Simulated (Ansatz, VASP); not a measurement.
# Two plane-wave programs on Co

```
Co
1.0
     2.39109    0.00000    0.00000
    -1.19554    2.07074    0.00000
     0.00000    0.00000    7.74458
Co
4
Direct
  0.00000 0.00000 0.00000
  0.00000 0.00000 0.50000
  0.33333 0.66667 0.25000
  0.66667 0.33333 0.75000
```

Alike in both runs: task single point; functional PBE; k mesh 16 × 16 × 5; occupations fermi-dirac, width 0.05 eV; collinear spin.

|  | VASP | Ansatz |
| --- | --- | --- |
| version | VASP 6.6.1 | Ansatz 0.2.0 |
| potentials or method | VASP PAW PBE potentials, release 64 (Co), cutoff 520 eV | plane waves (420 eV) with PAW, scalar-relativistic |
| valence electrons in the cell | 36 | 68 |

|  | VASP | Ansatz | Ansatz less VASP |
| --- | --- | --- | --- |
| net moment per atom (μB) | 1.54 | 1.54 | +0.006 |
| size of the moment on the site where the two differ most (μB) | 1.54 | 1.61 | +0.070 |

Site moments also hang on the region over which each program counts them. VASP's potentials hold 36 valence electrons a cell and Ansatz's 68, so a difference there can come from the potentials and not from the codes.
